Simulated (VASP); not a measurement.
# KF (Carobbiite) (Fm-3m) in VASP: elastic constants with PBEsol

Aim: the elastic constants of KF (Carobbiite) with PBEsol.

Everything below comes from runs of VASP 6.6.1. Logs are shortened: lines on timing, memory, paths and dates and some standing lists are left out, and cuts for length are marked.

## 1. The cell of the first run

Symmetry: Fm-3m, No. 225, cubic system. The conventional cell has a = 5.308 Å, b = 5.308 Å, c = 5.308 Å, α = 90.00°, β = 90.00°, γ = 90.00°. Within 3.5 Å of K (site symmetry m-3m) lie 6 F at 2.65 Å. Within 3.5 Å of F (site symmetry m-3m) lie 6 K at 2.65 Å.

## 2. Elastic constants, PBEsol

INCAR

```
PREC     = Accurate       # precision mode
ENCUT    = 600            # plane-wave cutoff, eV
EDIFF    = 1E-8           # SCF threshold, eV
ISMEAR   = 0              # smearing method
SIGMA    = 0.01           # smearing width, eV
LREAL    = False          # projectors in reciprocal space
LASPH    = True           # aspherical terms in the spheres
NELM     = 60             # most SCF steps
ALGO     = Normal         # electronic algorithm
ISIF     = 3              # what is computed and relaxed
LWAVE    = False          # write WAVECAR
LCHARG   = False          # write CHGCAR
GGA      = PS             # functional
NBANDS   = 15             # bands
IBRION   = 6              # ionic algorithm
NFREE    = 2            
POTIM    = 0.015          # step
NSW      = 1              # ionic steps
```

KPOINTS

```
regular mesh
0
Gamma
  8 8 8
```

POSCAR

```
KF
1.0
    2.6541874404      2.6541874404      0.0000000000
   -2.6541874404      2.6541874404      0.0000000000
    0.0000000000      2.6541874404      2.6541874404
K F
1 1
Direct
    0.0000000000      0.0000000000      0.0000000000
    0.5000000000      0.5000000000      0.0000000000
```

Potentials or basis: VASP PAW PBE potentials, release 64 (K_sv, F).

Launch:

```bash
$ cat potpaw_PBE.64/K_sv/POTCAR potpaw_PBE.64/F/POTCAR > POTCAR
$ mpirun -np 1 vasp_std > vasp.out
```

OUTCAR:

```text
PREC = Accurate
   ENCUT = 600
   EDIFF = 1E-8
   ISMEAR = 0
   LREAL = False
   LASPH = True
   NELM = 60
   ISIF = 3
   GGA = PS
   IBRION = 6
   NFREE = 2
   POTIM = 0.015
   NSW = 1

 ion  position               nearest neighbor table
   1  0.000  0.000  0.000-   2 2.65   2 2.65   2 2.65   2 2.65   2 2.65   2 2.65
   2  0.500  0.500  0.000-   1 2.65   1 2.65   1 2.65   1 2.65   1 2.65   1 2.65

  LATTYP: Found a face centered cubic cell.
 ALAT       =     5.3083748808

  Lattice vectors:

 A1 = (   0.0000000000,   2.6541874404,   2.6541874404)
 A2 = (   2.6541874404,   0.0000000000,   2.6541874404)
 A3 = (   2.6541874404,   2.6541874404,   0.0000000000)

Analysis of symmetry for initial positions (statically):
=====================================================================
 Subroutine PRICEL returns:
 Original cell was already a primitive cell.

 Routine SETGRP: Setting up the symmetry group for a
 face centered cubic supercell.

 Subroutine GETGRP returns: Found 48 space group operations
 (whereof 48 operations were pure point group operations)
 out of a pool of 48 trial point group operations.

The static configuration has the point symmetry O_h .

Analysis of symmetry for dynamics (positions and initial velocities):
=====================================================================
 Subroutine PRICEL returns:
 Original cell was already a primitive cell.

 Routine SETGRP: Setting up the symmetry group for a
 face centered cubic supercell.

 Subroutine GETGRP returns: Found 48 space group operations
 (whereof 48 operations were pure point group operations)
 out of a pool of 48 trial point group operations.

The dynamic configuration has the point symmetry O_h .

 Subroutine INISYM returns: Found 48 space group operations
 (whereof 48 operations are pure point group operations),
 and found     1 'primitive' translations

----------------------------------------------------------------------------------------

                                     Primitive cell

  volume of cell :      37.3960

  direct lattice vectors                    reciprocal lattice vectors
     2.654187440  2.654187440  0.000000000     0.188381571  0.188381571 -0.188381571
    -2.654187440  2.654187440  0.000000000    -0.188381571  0.188381571 -0.188381571
     0.000000000  2.654187440  2.654187440     0.000000000  0.000000000  0.376763142

  length of vectors
     3.753587875  3.753587875  3.753587875     0.326286452  0.326286452  0.376763142

  position of ions in fractional coordinates (direct lattice)
     0.000000000  0.000000000  0.000000000
     0.500000000  0.500000000  0.000000000

  ion indices of the primitive-cell ions
   primitive index   ion index
                 1           1
                 2           2

----------------------------------------------------------------------------------------

 KPOINTS: regular mesh

Automatic generation of k-mesh.
 Grid dimensions read from file:
 generate k-points for:    8    8    8

 Generating k-lattice:

  Cartesian coordinates                     Fractional coordinates (reciprocal lattice)
     0.023547696  0.023547696 -0.023547696     0.125000000  0.000000000  0.000000000
[... 109 lines left out ...]
  energy without entropy =       -8.52164789  energy(sigma->0) =       -8.52164789

------------------------ aborting loop because EDIFF is reached ----------------------------------------

  FORCE on cell =-STRESS in cart. coord.  units (eV):
  Direction    XX          YY          ZZ          XY          YZ          ZX
  --------------------------------------------------------------------------------------
  -------------------------------------------------------------------------------------
  Total        0.0015122      0.0015122      0.0015122      0.0000000      0.0000000      0.0000000
  in kB        0.0647864      0.0647864      0.0647864      0.0000000      0.0000000      0.0000000
  external PRESSURE =       0.0647864 kB  Pullay stress =       0.0000000 kB
[... 89 lines left out ...]
  FREE ENERGIE OF THE ION-ELECTRON SYSTEM (eV)
  ---------------------------------------------------
  free  energy   TOTEN  =        -8.5196149168 eV

  energy  without entropy=       -8.5196149168  energy(sigma->0) =       -8.51961492

[... ionic steps 4 to 14 ...]

--------------------------------------- Ionic step       15  -------------------------------------------

 number of electron      16.0000003 magnetization

------------------------ aborting loop because EDIFF is reached ----------------------------------------
[... 67 lines left out ...]
--------------------------------------- Ionic step       17  -------------------------------------------

 number of electron      16.0000001 magnetization

 Free energy of the ion-electron system (eV)
  ---------------------------------------------------
  ext. energy  EPLUGINS =         0.00000000
  ---------------------------------------------------
  free energy    TOTEN  =        -8.52146990 eV

  energy without entropy =       -8.52146990  energy(sigma->0) =       -8.52146990

 E-fermi :  -2.6941     XC(G=0):  -8.7050

 val. band max:       -2.8576916271   @ k =   0.0000   0.0000   0.0000
 cond. band min:       3.2735954532   @ k =   0.0000   0.0000   0.0000
 fundamental gap:      6.1312870804
 Fermi energy:        -2.6941149163

 k-point     1 :       0.0000    0.0000    0.0000
  band No.  band energies     occupation
      1     -28.7654      2.00000
      2     -21.3976      2.00000
      3     -12.0619      2.00000
      4     -12.0619      2.00000
      5     -12.0619      2.00000
      6      -2.8578      2.00000
      7      -2.8578      2.00000
      8      -2.8577      2.00000
      9       3.2736      0.00000
     10       7.8315      0.00000
     11       7.8318      0.00000
     12       7.8318      0.00000
     13       9.5337      0.00000
     14       9.5344      0.00000
[... 401 lines left out ...]
      2     -21.4742      2.00000
      3     -12.4097      2.00000
      4     -12.2993      2.00000
      5     -12.1393      2.00000
      6      -3.4548      2.00000
      7      -3.1513      2.00000
      8      -3.1228      2.00000
      9       6.5205      0.00000
     10       7.2176      0.00000
     11       8.8867      0.00000
     12       9.9521      0.00000
     13      11.2479      0.00000
     14      12.3077      0.00000
     15      12.5654      0.00000

 [... further k-points ...]
[... 5 lines left out ...]
  --------------------------------------------------------------------------------------
  -------------------------------------------------------------------------------------
  Total        0.0047034      0.0016239      0.0016239      0.0000000      0.0000000      0.0000000
  in kB        0.2015091      0.0695745      0.0695745      0.0000000      0.0000000      0.0000000
  external PRESSURE =       0.1135527 kB  Pullay stress =       0.0000000 kB
[... 17 lines left out ...]
  FREE ENERGIE OF THE ION-ELECTRON SYSTEM (eV)
  ---------------------------------------------------
  free  energy   TOTEN  =        -8.5214698974 eV

  energy  without entropy=       -8.5214698974  energy(sigma->0) =       -8.52146990

 INTERNAL STRAIN TENSORS FROM STRAINED CELLS
 ============================================

 INTERNAL STRAIN TENSOR FOR ION    1 for displacements in x,y,z  (eV/Angst):
          X           Y           Z          XY          YZ          ZX
  --------------------------------------------------------------------------------
  x     0.00000     0.00000     0.00000     0.00000     0.00000    -0.00000
  y     0.00000    -0.00000    -0.00000     0.00000    -0.00000     0.00000
  z     0.00000     0.00000     0.00000     0.00000     0.00000     0.00000

 INTERNAL STRAIN TENSORS FROM DISPLACED ATOMS
 ============================================

 INTERNAL STRAIN TENSOR FOR ION    1 for displacements in x,y,z  (eV/Angst):
          X           Y           Z          XY          YZ          ZX
  --------------------------------------------------------------------------------
  x     0.00000     0.00000     0.00000     0.00000     0.00000     0.00000
  y     0.00000     0.00000     0.00000     0.00000     0.00000     0.00000
  z     0.00000     0.00000     0.00000     0.00000     0.00000     0.00000

 INTERNAL STRAIN TENSOR FOR ION    2 for displacements in x,y,z  (eV/Angst):
          X           Y           Z          XY          YZ          ZX
  --------------------------------------------------------------------------------
  x     0.00000     0.00000     0.00000     0.00000     0.00000     0.00000
  y     0.00000     0.00000     0.00000     0.00000     0.00000     0.00000
  z     0.00000     0.00000     0.00000     0.00000     0.00000     0.00000

 Eigenvectors and eigenvalues of the dynamical matrix
 ----------------------------------------------------

   1 f  =    5.490047 THz    34.494982 2PiTHz  183.128255 cm-1    22.705000 meV
             X         Y         Z           dx          dy          dz
      0.000000  0.000000  0.000000     0.000000    0.571144   -0.000000
      0.000000  2.654187  0.000000     0.000000   -0.820850   -0.000000
[... 21 lines left out ...]
   6 f/i=    0.004712 THz     0.029609 2PiTHz    0.157191 cm-1     0.019489 meV
             X         Y         Z           dx          dy          dz
      0.000000  0.000000  0.000000     0.672229   -0.401693    0.246060
      0.000000  2.654187  0.000000     0.467734   -0.279496    0.171208

--------------------------------------------------------------------------------------------------------

 ELASTIC MODULI CONTR FROM IONIC RELAXATION (kBar)
 Direction    XX          YY          ZZ          XY          YZ          ZX
 --------------------------------------------------------------------------------
 XX           0.0000      0.0000      0.0000      0.0000      0.0000      0.0000
 YY           0.0000      0.0000      0.0000      0.0000      0.0000      0.0000
 ZZ           0.0000      0.0000      0.0000      0.0000      0.0000      0.0000
 XY           0.0000      0.0000      0.0000      0.0000      0.0000      0.0000
 YZ           0.0000      0.0000      0.0000      0.0000      0.0000      0.0000
 ZX           0.0000      0.0000      0.0000      0.0000      0.0000      0.0000
 --------------------------------------------------------------------------------

 TOTAL ELASTIC MODULI (kBar)
 Direction    XX          YY          ZZ          XY          YZ          ZX
 --------------------------------------------------------------------------------
 XX         713.7261    143.9896    143.9896      0.0000      0.0000      0.0000
 YY         143.9896    713.7261    143.9896     -0.0000      0.0000     -0.0000
 ZZ         143.9896    143.9896    713.7261      0.0000     -0.0000      0.0000
 XY           0.0000     -0.0000      0.0000    132.5688      0.0000      0.0000
 YZ           0.0000      0.0000     -0.0000      0.0000    132.5688      0.0000
 ZX           0.0000     -0.0000      0.0000      0.0000      0.0000    132.5688
 --------------------------------------------------------------------------------
```

It took 6.8 min on 1 thread of Intel Xeon 6975P-C (Granite Rapids), shared host; peak memory 0.31 GiB.

Results:

| Quantity | Value |
| --- | --- |
| Elastic constants C11, C12, C44 | 71, 14, 13 GPa |
| Voigt bulk modulus | 33 GPa |
| Highest phonon frequency at Γ, LO-TO splitting left out | 183 cm⁻¹ |

Phonon frequencies in cm⁻¹ (negative: imaginary):
| q point | frequencies |
| --- | --- |
| (0.000, 0.000, 0.000) | 0 0 0 183 183 183 |

Elastic tensor in Voigt notation (GPa, in the Cartesian axes of the cell as first typed):
```
71 14 14  0  0  0
14 71 14  0  0  0
14 14 71  0  0  0
 0  0  0 13  0  0
 0  0  0  0 13  0
 0  0  0  0  0 13
```

Clamped-ion elastic tensor (GPa):
```
71 14 14  0  0  0
14 71 14  0  0  0
14 14 71  0  0  0
 0  0  0 13  0  0
 0  0  0  0 13  0
 0  0  0  0  0 13
```

Caveat: the PAW data sets were made with another functional, which shifts forces and pressure a little.
